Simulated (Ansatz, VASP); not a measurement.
# SiC: VASP beside Ansatz

Contents of POSCAR:

```
SiC
1.0
    0.0000000000      2.3044400000      2.1740000000
    2.1740000000      0.0000000000      2.1740000000
    2.1740000000      2.3044400000      0.0000000000
Si C
1 1
Direct
    0.0000000000      0.0000000000      0.0000000000
    0.7500000000      0.7500000000      0.7500000000
```

Contents of INCAR.step1:

```
SYSTEM = SiC
PREC = Accurate
ENCUT = 520
ISMEAR = 0
SIGMA = 0.05
LREAL = .False.
LASPH = .True.
NELM = 80
NBANDS = 11
GGA = PE
ALGO = Normal
EDIFF = 1E-4
LWAVE = .True.
LCHARG = .False.
```

The input INCAR.step2:

```
SYSTEM = SiC
PREC = Accurate
ENCUT = 520
EDIFF = 1E-7
ISMEAR = 0
SIGMA = 0.05
LREAL = .False.
LASPH = .True.
NELM = 80
ALGO = Normal
ISIF = 2
LWAVE = .False.
LCHARG = .True.
METAGGA = R2SCAN
LMIXTAU = .True.
LELF = .True.
LVHAR = .True.
NBANDS = 11
ISTART = 1
```

Contents of KPOINTS:

```
regular mesh
0
Gamma
  12 12 12
  0 0 0
```

Input for Ansatz:

```yaml
crystal:
  lattice:
    - [0.0, 2.30444, 2.174]
    - [2.174, 0.0, 2.174]
    - [2.174, 2.30444, 0.0]
  atoms:
    - { symbol: Si, position: [0.0, 0.0, 0.0] }
    - { symbol: C, position: [0.75, 0.75, 0.75] }
basis:
  ecutwfc: 500
kpoints:
  mp_grid: { grid: [12, 12, 12] }
hamiltonian:
  xc: r2scan
scf:
  occupations: { method: gaussian, width: 0.05 }
output:
  forces: true
  stress: true
  eigenvalues: true
```

Change from the starting cell: strain +0.0600 x Voigt [0, 1, 0, 0, 0, 0], atoms carried along.

Alike in both runs: task single point; functional r2SCAN; k mesh 12 × 12 × 12; occupations gaussian, width 0.05 eV; no spin polarisation.

|  | VASP | Ansatz |
| --- | --- | --- |
| version | VASP 6.6.1 | Ansatz 0.2.0 |
| potentials or method | VASP PAW PBE potentials, release 64 (Si, C), cutoff 520 eV | scalar-relativistic, plane waves, PAW |
| valence electrons in the cell | 8 | 8 |

|  | VASP | Ansatz | Ansatz less VASP |
| --- | --- | --- | --- |
| gap on the k mesh at the Fermi level (eV) | 1.44 | 1.43 | -0.009 |
| least direct gap on the mesh (eV) | 4.94 | 4.92 | -0.013 |
| pressure (GPa) | -11.1 | -10.9 | +0.14 |
| traceless stress, the component that is largest in VASP (GPa) | -11.94 | -11.90 | +0.040 |

VASP's potentials were made for PBE, not for r2SCAN.
